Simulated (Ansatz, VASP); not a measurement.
Two plane-wave programs on NiO

```
CELL_PARAMETERS angstrom
0.00000 2.09131 2.09131
2.09131 0.00000 2.09131
2.09131 2.09131 0.00000
ATOMIC_POSITIONS crystal
Ni 0.00000 0.00000 0.00000
O 0.50000 0.50000 0.50000
```

Alike in both runs: task single point; functional PBEsol; k mesh 10 × 10 × 10; occupations gaussian, width 0.05 eV; no spin polarisation; Hubbard terms Ni d U = 7.2 eV.

|  | VASP | Ansatz |
| --- | --- | --- |
| version | VASP 6.6.1 | Ansatz 0.2.0 |
| potentials or method | VASP PAW PBE potentials, release 64 (Ni, O), cutoff 520 eV | scalar-relativistic, plane waves, PAW |
| valence electrons in the cell | 16 | 24 |

VASP gave:

- gap on the k mesh at the Fermi level (eV): none
- pressure (GPa): -24.7

Q: Which values does Ansatz return?

A: gap on the k mesh at the Fermi level (eV): none; pressure (GPa): -12.7.

VASP's potentials were made for PBE, not for PBEsol. The programs project onto different local orbitals, so the same U acts differently, and such runs can settle in different states. A gap of «none» marks a metal or a gap that the smearing closes. VASP's potentials hold 16 valence electrons a cell and Ansatz's 24, so a difference there can come from the potentials and not from the codes. Ansatz's warnings: filled band counts differ across k points.
